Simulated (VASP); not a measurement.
Here is a VASP 6.6.1 calculation.

The input INCAR:

```
SYSTEM = Ni
  ALGO = Normal
  EDIFF = 1E-6
  ENCUT = 520
  GGA = CA
  ISIF = 2
  ISMEAR = -1
  LASPH = .True.
  LCHARG = .True.
  LELF = .True.
  LREAL = .False.
  LVHAR = .True.
  LWAVE = .False.
  NBANDS = 11
  NELM = 100
  PREC = Accurate
  SIGMA = 0.1
```

File KPOINTS:

```
k-points
0
Gamma
  16 16 16
  0 0 0
```

Contents of POSCAR:

```
Ni
1.0
    0.0000000000      1.5936775541      1.5936775541
    1.5936775541      0.0000000000      1.5936775541
    1.5936775541      1.5936775541      0.0000000000
Ni
1
Direct
    0.0000000000      0.0000000000      0.0000000000
```

Potentials or basis: VASP PAW LDA potentials, release 64 (Ni).

Command:

```console
$ cat potpaw_LDA.64/Ni/POTCAR > POTCAR
$ mpirun -np 1 vasp_std > vasp.out
```

Task: Predict the band gap on the k mesh.

Result: Zero (band 5 reaches 14.18 eV, above the bottom of band 6 at 12.67 eV).

Task: What does it give for the pressure?

Result: 90.1 GPa.

Caveat: the run has no spin polarisation, though such a crystal can be magnetic. Spin polarisation is off, so any magnetic state and its effect on volume and gap are missing.
